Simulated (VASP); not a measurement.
Here is a VASP 6.6.1 calculation.

INCAR

```
SYSTEM = MnS
ALGO     = Normal         ! electronic algorithm
EDIFF    = 1E-7           ! SCF threshold, eV
ENCUT    = 520            ! plane-wave cutoff, eV
GGA      = PE             ! functional
ISIF     = 2              ! what is computed and relaxed
ISMEAR   = -1             ! smearing method
ISPIN    = 2              ! spin polarisation
LASPH    = .True.         ! aspherical terms in the spheres
LCHARG   = .False.        ! write CHGCAR
LMAXMIX  = 4              ! l up to which the mixer works
LORBIT   = 11             ! projections on sites
LREAL    = .False.        ! projectors in reciprocal space
LWAVE    = .False.        ! write WAVECAR
MAGMOM   = 4.5 -4.5 0 0   ! initial moments
NBANDS   = 31             ! bands
NELM     = 150            ! most SCF steps
PREC     = Accurate       ! precision mode
SIGMA    = 0.05           ! smearing width, eV
```

Contents of KPOINTS:

```
k-points
0
Gamma
  6 6 3
  0 0 0
```

POSCAR

```
MnS
1.0
    0.0000000000      2.6118000000      2.6118000000
    2.6118000000      0.0000000000      2.6118000000
    5.2236000000      5.2236000000      0.0000000000
Mn S
2 2
Direct
    0.0000000000      0.0000000000      0.0000000000
    0.0000000000      0.0000000000      0.5000000000
    0.5000000000      0.5000000000      0.2500000000
    0.5000000000      0.5000000000      0.7500000000
```

Potentials or basis: VASP PAW PBE potentials, release 64 (Mn_pv, S).

Launch:

```console
$ cat potpaw_PBE.64/Mn_pv/POTCAR potpaw_PBE.64/S/POTCAR > POTCAR
$ mpirun -np 1 vasp_std > vasp.out
```

(1) What does it give for the band gap on the k mesh?

(2) Estimate the pressure.

(3) Estimate the net moment.

## Answers

(1) 1.10 eV.

(2) -3.7 GPa.

(3) 0.00 μB per cell.

Caveat: the cell stands under tension; the antiferromagnetic order is the one typed at the start, and another may lie lower.
